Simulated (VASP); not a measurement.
Here is a VASP 6.6.1 calculation.

File INCAR:

```
SYSTEM = Al6H
  PREC = Accurate
  ENCUT = 520
  EDIFF = 1E-6
  ISMEAR = 0
  SIGMA = 0.1
  LREAL = .FALSE.
  LASPH = .TRUE.
  NELM = 60
  ALGO = Normal
  ISIF = 2
  LWAVE = .FALSE.
  LCHARG = .FALSE.
  LDIPOL = .TRUE.
  IDIPOL = 3
  DIPOL = 0.5 0.5 0.299
  GGA = PE
  NBANDS = 32
```

Contents of KPOINTS:

```
regular mesh
0
G
  5 5 1
  0 0 0
```

POSCAR

```
Al6H
1.0
    5.7135165837      0.0000000000      0.0000000000
    0.0000000000      5.7135165837      0.0000000000
    0.0000000000      0.0000000000     22.1746954375
Al H
12 2
Direct
    0.2500000000      0.2500000000      0.1803857921
    0.2500000000      0.7500000000      0.1803857921
    0.7500000000      0.2500000000      0.1803857921
    0.7500000000      0.7500000000      0.1803857921
    0.0000000000      0.0000000000      0.2744050924
    0.0000000000      0.5000000000      0.2744050924
    0.5000000000      0.0000000000      0.2744050924
    0.5000000000      0.5000000000      0.2744050924
    0.2500000000      0.2500000000      0.3686497278
    0.2500000000      0.7500000000      0.3686497278
    0.7500000000      0.2500000000      0.3686497278
    0.7500000000      0.7500000000      0.3686497278
    0.0000000000     -0.0568826563      0.4466665829
    0.0000000000      0.0568826563      0.4466665829
```

Potentials or basis: VASP PAW PBE potentials, release 64 (Al, H).

Launch:

```sh
$ cat potpaw_PBE.64/Al/POTCAR potpaw_PBE.64/H/POTCAR > POTCAR
$ mpirun -np 1 vasp_std > vasp.out
```

**Question.** Predict the band gap on the k mesh.

**Answer.** Zero (band 19 reaches -0.27 eV, above the bottom of band 20 at -0.88 eV).

**Question.** Predict the largest force.

**Answer.** 5.358 eV/Å.

Forces on the atoms (eV/Å):
```
Al   0.000  0.002  0.042
Al   0.000 -0.002  0.042
Al   0.000  0.002  0.042
Al   0.000 -0.002  0.042
Al   0.000  0.000  0.063
Al   0.000  0.000 -0.059
Al   0.000  0.000 -0.063
Al   0.000  0.000  0.068
Al   0.260  0.268 -0.290
Al   0.260 -0.268 -0.290
Al  -0.260  0.268 -0.290
Al  -0.260 -0.268 -0.290
H    0.000 -5.335  0.492
H    0.000  5.335  0.492
```
